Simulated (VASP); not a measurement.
Crystal: HfMoSe4.

```xyz
6
Lattice="0.0000 4.3753 4.3753 4.3753 0.0000 4.3753 4.3753 4.3753 0.0000" Properties=species:S:1:pos:R:3 pbc="T T T"
Hf    0.0000    0.0000    0.0000
Mo    6.5629    6.5629    6.5629
Se    3.2800    5.4705    5.4705
Se    3.2800    3.2800    3.2800
Se    5.4705    3.2800    5.4705
Se    5.4705    5.4705    3.2800
```

The cell was built from a structure type or drawn by symmetry, and may not be a known phase.

| Quantity | Value |
| --- | --- |
| Program | VASP 6.6.1 |
| Task | relaxation of cell and atoms |
| Functional | PBE |
| Potentials or basis | VASP PAW PBE potentials, release 64 (Hf_pv, Mo_sv, Se) |
| Cutoff | 600 eV |
| k mesh | 4 × 4 × 4 |
| Occupations | gaussian, width 0.1 eV |
| Spin | collinear spin |
| Starting moments | [0.0, 1.0, 0.0, 0.0, 0.0, 0.0] μB |

At the start: pressure -10.6 GPa; volume 27.92 Å³/atom.

Problem. How do energy, volume and symmetry change on relaxing?

Solution. Over 6 steps the energy falls by 340.9 meV/atom and the volume is 19.64 Å³/atom (-29.7 %); space group F-43m (No. 216, to 0.1 Å) before and after; moment 0.00 μB per cell.

The path:
```tsv
step	energy change (eV)	largest force (eV/Å)	pressure (GPa)	volume (Å³)
1	0.0000	0.0806	-10.63	167.51
2	-1.8976	0.0636	-5.18	126.50
3	-1.6419	0.2147	11.90	106.04
4	-2.0410	0.1034	-0.96	119.25
5	-2.0445	0.1128	0.08	117.88
6	-2.0454	0.0315	0.11	117.83
```

Final structure:
```cif
data_structure
_symmetry_space_group_name_H-M 'P 1'
_symmetry_Int_Tables_number 1
_cell_length_a 5.5029
_cell_length_b 5.5029
_cell_length_c 5.5029
_cell_angle_alpha 60.000
_cell_angle_beta 60.000
_cell_angle_gamma 60.000
_cell_volume 117.83
loop_
_atom_site_label
_atom_site_type_symbol
_atom_site_fract_x
_atom_site_fract_y
_atom_site_fract_z
_atom_site_occupancy
Hf1 Hf 0.00000 0.00000 0.00000 1
Mo1 Mo 0.75000 0.75000 0.75000 1
Se1 Se 0.87518 0.37494 0.37494 1
Se2 Se 0.37494 0.37494 0.37494 1
Se3 Se 0.37494 0.87518 0.37494 1
Se4 Se 0.37494 0.37494 0.87518 1
```

Caveat: the volume moved by over 15 % at a fixed basis, so the end points are rough.
